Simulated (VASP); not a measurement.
**Pd: relaxation of cell and atoms with PBEsol**

The system is Pd.

```
Pd
1.0
    -1.57228    1.57228    1.57228
     1.57228   -1.57228    1.57228
     1.57228    1.57228   -1.57228
Pd
1
Direct
  0.00000 0.00000 0.00000
```

```json
{
  "Program": "VASP 6.6.1",
  "Task": "relaxation of cell and atoms",
  "Functional": "PBEsol",
  "Potentials or basis": "VASP PAW PBE potentials, release 64 (Pd)",
  "Cutoff": "600 eV",
  "k mesh": "12 × 12 × 12",
  "Occupations": "fermi-dirac, width 0.05 eV",
  "Spin": "no spin polarisation",
  "Dipole correction": "no",
  "Further INCAR settings": "ALGO = Normal; EDIFF = 1e-07; IBRION = 2; EDIFFG = -0.01; NSW = 60; ISIF = 3"
}
```

```json
{
 "Relaxed volume": "14.64 Å³/atom",
 "Relaxed cell": "a = 2.669 Å, b = 2.669 Å, c = 2.669 Å, α = 109.47°, β = 109.47°, γ = 109.47°",
 "Space group after relaxing (to 0.05 Å)": "Im-3m (No. 229)",
 "Energy gained by relaxing": "31.4 meV/atom",
 "Ionic steps": "4",
 "Pressure after relaxing": "0.0 GPa",
 "Band gap on the k mesh": "zero (band 5 reaches 10.37 eV, above the bottom of band 6 at 8.66 eV)"
}
```

The path:
| step | energy change (eV) | largest force (eV/Å) | pressure (GPa) | volume (Å³) |
| --- | --- | --- | --- | --- |
| 1 | 0.0000 | 0.0000 | -10.29 | 15.55 |
| 2 | 0.0462 | 0.0000 | 22.22 | 13.41 |
| 3 | -0.0314 | 0.0000 | -0.28 | 14.65 |
| 4 | -0.0314 | 0.0000 | -0.04 | 14.64 |

Final structure:
```
Pd
1.0
    -1.54094    1.54094    1.54094
     1.54094   -1.54094    1.54094
     1.54094    1.54094   -1.54094
Pd
1
Direct
  0.00000 0.00000 0.00000
```

Levels at points of the mesh, in eV from the Fermi level:
| k point | band 3 | band 4 | band 5 | band 6 | band 7 | band 8 |
| --- | --- | --- | --- | --- | --- | --- |
| (0.00, 0.00, 0.00) | -2.99 | -2.99 | -0.94 | -0.94 | 19.37 | 19.37 |
| (0.50, 0.00, 0.00) | -1.02 | -0.69 | 0.66 | 1.33 | 8.01 | 15.13 |
| (0.50, 0.50, 0.50) | 0.26 | 0.26 | 0.26 | 9.21 | 9.21 | 9.21 |

It took 16 s on 1 thread of Intel(R) Xeon(R) 6975P-C (Granite Rapids) (shared host), peak memory 0.15 GiB.

Caveat: the PAW data sets were made with another functional, which shifts forces and pressure a little.
